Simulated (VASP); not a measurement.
# LiInC3 (Cmmm) in VASP: notebook, part 2 of 2

VASP 6.6.1.

## 5. Relaxation of cell and atoms, PBE

This run uses another cell than the first one, of 14.40 Å³/atom, 0.886 times its volume.

INCAR

```
SYSTEM = LiInC3
  PREC = Accurate
  ENCUT = 600
  EDIFF = 1E-6
  ISMEAR = 0
  SIGMA = 0.1
  LREAL = .FALSE.
  LASPH = .TRUE.
  NELM = 100
  ALGO = Normal
  ISIF = 3
  LWAVE = .FALSE.
  LCHARG = .FALSE.
  GGA = PE
  IBRION = 2
  NSW = 90
  EDIFFG = -0.04
```

KPOINTS

```
Automatic mesh
0
G
  6 6 4
  0 0 0
```

POSCAR

```
LiInC3
1.0
    1.6265332650     -5.1594558622      0.0000000000
    1.6265332650      5.1594558622      0.0000000000
    0.0000000000      0.0000000000      4.2894180450
Li In C
1 1 3
Direct
    0.0000000000      0.0000000000      0.5000000000
    0.5000000000      0.5000000000      0.0000000000
    0.5000000000      0.5000000000      0.5000000000
    0.5000000000      0.0000000000      0.0000000000
    0.0000000000      0.5000000000      0.0000000000
```

Potentials or basis: VASP PAW PBE potentials, release 64 (Li_sv, In_d, C).

Command:

```sh
> cat potpaw_PBE.64/Li_sv/POTCAR potpaw_PBE.64/In_d/POTCAR potpaw_PBE.64/C/POTCAR > POTCAR
> mpirun -np 1 vasp_std > vasp.out
```

OUTCAR:

```text
SYSTEM = LiInC3
   PREC = Accurate
   ENCUT = 600
   EDIFF = 1E-6
   ISMEAR = 0
   LREAL = .FALSE.
   LASPH = .TRUE.
   NELM = 100
   ISIF = 3
   GGA = PE
   IBRION = 2
   NSW = 90
   EDIFFG = -0.04

 ion  position               nearest neighbor table
   1  0.000  0.000  0.500-   3 1.63   3 1.63   2 2.69   2 2.69   2 2.69   2 2.69
   2  0.500  0.500  0.000-   3 2.14   3 2.14   1 2.69   1 2.69   1 2.69   1 2.69   4 2.70   5 2.70
                             4 2.70   5 2.70
   3  0.500  0.500  0.500-   1 1.63   1 1.63   2 2.14   2 2.14
   4  0.500  0.000  0.000-   5 1.63   5 1.63   2 2.70   2 2.70
   5  0.000  0.500  0.000-   4 1.63   4 1.63   2 2.70   2 2.70

  LATTYP: Found a base centered orthorhombic cell.
 ALAT       =     3.2530665300
 B/A-ratio  =     3.1720567745
 C/A-ratio  =     1.3185767968

  Lattice vectors:

 A1 = (   1.6265332650,  -5.1594558622,   0.0000000000)
 A2 = (   1.6265332650,   5.1594558622,   0.0000000000)
 A3 = (   0.0000000000,   0.0000000000,   4.2894180450)

Analysis of symmetry for initial positions (statically):
=====================================================================
 Subroutine PRICEL returns:
 Original cell was already a primitive cell.

 Routine SETGRP: Setting up the symmetry group for a
 base centered orthorhombic supercell.

 Subroutine GETGRP returns: Found  8 space group operations
 (whereof  8 operations were pure point group operations)
 out of a pool of  8 trial point group operations.

The static configuration has the point symmetry D_2h.

Analysis of symmetry for dynamics (positions and initial velocities):
=====================================================================
 Subroutine PRICEL returns:
 Original cell was already a primitive cell.

 Routine SETGRP: Setting up the symmetry group for a
 base centered orthorhombic supercell.

[... 145 lines left out ...]
  volume of cell :       71.99
 maximum number of plane-waves:      2438
 NGX is ok and might be reduce to    48
   NGX = 21   NGY = 21   NGZ = 17

--------------------------------------- Ionic step        1  -------------------------------------------

 number of electron      28.0000001 magnetization

 Free energy of the ion-electron system (eV)
  ---------------------------------------------------
  ext. energy  EPLUGINS =         0.00000000
  ---------------------------------------------------
  free energy    TOTEN  =       -20.87345568 eV

  energy without entropy =      -20.86186534  energy(sigma->0) =      -20.86766051

------------------------ aborting loop because EDIFF is reached ----------------------------------------

  FORCE on cell =-STRESS in cart. coord.  units (eV):
  Direction    XX          YY          ZZ          XY          YZ          ZX
  --------------------------------------------------------------------------------------
  -------------------------------------------------------------------------------------
  Total       -4.2584041      0.4194622      0.2272286      0.0000000      0.0000000      0.0000000
  in kB      -94.7681124      9.3348688      5.0568291      0.0000000      0.0000000      0.0000000
  external PRESSURE =     -26.7921382 kB  Pullay stress =       0.0000000 kB
[... 98 lines left out ...]
  FREE ENERGIE OF THE ION-ELECTRON SYSTEM (eV)
  ---------------------------------------------------
  free  energy   TOTEN  =       -20.3265113753 eV

  energy  without entropy=      -20.3241188208  energy(sigma->0) =      -20.32531510

[... ionic steps 4 to 12 ...]

--------------------------------------- Ionic step       13  -------------------------------------------

 number of electron      28.0000005 magnetization

------------------------ aborting loop because EDIFF is reached ----------------------------------------
[... 73 lines left out ...]
--------------------------------------- Ionic step       15  -------------------------------------------

 number of electron      28.0000006 magnetization

 Free energy of the ion-electron system (eV)
  ---------------------------------------------------
  ext. energy  EPLUGINS =         0.00000000
  ---------------------------------------------------
  free energy    TOTEN  =       -21.49922812 eV

  energy without entropy =      -21.48884595  energy(sigma->0) =      -21.49403703

 E-fermi :   2.9240     XC(G=0):  -8.9820

 val. band max:        2.8838867218   @ k =   0.3333   0.0000   0.5000
 cond. band min:       2.9257381295   @ k =   0.1667  -0.0000   0.0000
 fundamental gap:      0.0418514077
 Fermi energy:         2.9240417927

 k-point     1 :       0.0000    0.0000    0.0000
  band No.  band energies     occupation
      1     -41.5879      2.00000
      2     -12.3288      2.00000
      3     -12.1760      2.00000
      4     -11.8242      2.00000
      5     -11.6038      2.00000
      6     -11.5793      2.00000
[... 481 lines left out ...]
      5     -11.6213      2.00000
      6     -11.6143      2.00000
[... 10 lines left out ...]
     17       6.7822      0.00000
     18       7.9672      0.00000

 [... further k-points ...]
[... 5 lines left out ...]
  --------------------------------------------------------------------------------------
  -------------------------------------------------------------------------------------
  Total       -0.1091289     -0.0869762     -0.1430542      0.0000000      0.0000000      0.0000000
  in kB       -2.2829672     -1.8195357     -2.9926825      0.0000000      0.0000000      0.0000000
  external PRESSURE =      -2.3650618 kB  Pullay stress =       0.0000000 kB
[... 20 lines left out ...]
  FREE ENERGIE OF THE ION-ELECTRON SYSTEM (eV)
  ---------------------------------------------------
  free  energy   TOTEN  =       -21.4992281243 eV

  energy  without entropy=      -21.4888459454  energy(sigma->0) =      -21.49403703

 reached required accuracy - stopping structural energy minimisation
```

CONTCAR:

```text
LiInC3
   1.00000000000000
     1.4759124706793112   -6.0754137479538235    0.0000000000000000
     1.4759124706793112    6.0754137479538235    0.0000000000000000
     0.0000000000000000    0.0000000000000000    4.2705536141018259
  Li              In              C
     1     1     3
Direct
     0.0000000000000000    0.0000000000000000    0.5000000000000000
     0.5000000000000000    0.5000000000000000    0.0000000000000000
     0.5000000000000000    0.5000000000000000    0.5000000000000000
     0.5000000000000000    1.0000000000000000    0.0000000000000000
     0.0000000000000000    0.5000000000000000    0.0000000000000000

  0.00000000E+00  0.00000000E+00  0.00000000E+00
  0.00000000E+00  0.00000000E+00  0.00000000E+00
  0.00000000E+00  0.00000000E+00  0.00000000E+00
  0.00000000E+00  0.00000000E+00  0.00000000E+00
  0.00000000E+00  0.00000000E+00  0.00000000E+00
```

Run time: 7.4 min. Hardware: 1 thread of Intel Xeon 6975P-C (Granite Rapids), shared host; peak memory 0.33 GiB.

Results:

```yaml
Free_energy: -21.4992 eV
Relaxed_volume: 15.32 Å³/atom
Relaxed_cell: a = 6.252 Å, b = 6.252 Å, c = 4.271 Å, α = 90.00°, β = 90.00°, γ = 152.69°
Space_group_after_relaxing_to_0.05_Å: Cmmm (No. 65)
Energy_gained_by_relaxing: 125.2 meV/atom
Ionic_steps: 15
Pressure_after_relaxing: -0.2 GPa
Band_gap_on_the_k_mesh: zero (band 14 reaches 3.26 eV, above the bottom of band 15 at 1.60 eV)
```

The path:
```
step  energy change (eV)  largest force (eV/Å)  pressure (GPa)  volume (Å³)
   1              0.0000                0.0000           -2.68        71.99
   2             -0.1688                0.0000           -3.55        69.47
   3              0.5469                0.0000           25.64        61.67
   4             -0.3623                0.0000            0.47        67.55
   5             -0.3875                0.0000            4.55        66.21
   6             -0.3917                0.0000            3.31        66.58
   7             -0.4314                0.0000            6.49        67.62
   8             -0.4379                0.0000            5.53        67.35
   9             -0.5239                0.0000            2.93        69.85
  10             -0.5962                0.0000           -0.83        74.59
  11             -0.5994                0.0000           -1.63        75.84
  12             -0.6181                0.0000           -0.62        76.19
  13             -0.6215                0.0000            0.06        76.39
  14             -0.6256                0.0000           -0.18        76.55
  15             -0.6258                0.0000           -0.24        76.59
```

Final structure:
```yaml
crystal:
  lattice:
    - [1.47591, -6.07541, 0.00000]
    - [1.47591, 6.07541, 0.00000]
    - [0.00000, 0.00000, 4.27055]
  atoms:
    - { symbol: Li, position: [0.00000, 0.00000, 0.50000] }
    - { symbol: In, position: [0.50000, 0.50000, 0.00000] }
    - { symbol: C, position: [0.50000, 0.50000, 0.50000] }
    - { symbol: C, position: [0.50000, 0.00000, 0.00000] }
    - { symbol: C, position: [0.00000, 0.50000, 0.00000] }
```

Caveat: the k points lie up to 0.37 Å⁻¹ apart in the final cell; the cutoff is under 1.25 times the usual one of these potentials, so pressure, stress and relaxed cells hold a basis-set (Pulay) error; spin-orbit coupling is left out, which moves the levels of the heavy elements.

## 6. The runs side by side

```tsv
task	cell	k mesh	cutoff (eV)	gap on the mesh (eV)
single point	a = 6.627, b = 6.627, c = 4.278 Å, angles 90.0, 90.0, 154.4°, 5 atoms	14 × 14 × 10	520	none
single point	a = 5.410, b = 5.410, c = 4.289 Å, angles 90.0, 90.0, 145.0°, 5 atoms	4 × 4 × 4	520	none
single point	a = 6.286, b = 6.286, c = 4.268 Å, angles 90.0, 90.0, 152.9°, 5 atoms	6 × 6 × 4	520	none
relaxation of cell and atoms	relaxed from a = 5.410, b = 5.410, c = 4.289 Å, angles 90.0, 90.0, 145.0°, 5 atoms	6 × 6 × 4	600	none
```

Alike in all rows: level PBE; potentials or basis VASP PAW PBE potentials, release 64 (Li_sv, In_d, C); no spin polarisation; smearing gaussian 0.1 eV.

Caveats: some runs use coarse meshes; the cutoff is under 1.25 times the usual one of these potentials, so pressure, stress and relaxed cells hold a basis-set (Pulay) error; spin-orbit coupling is left out, which moves the levels of the heavy elements.

Absolute energies hang on the potentials; compare differences alone.
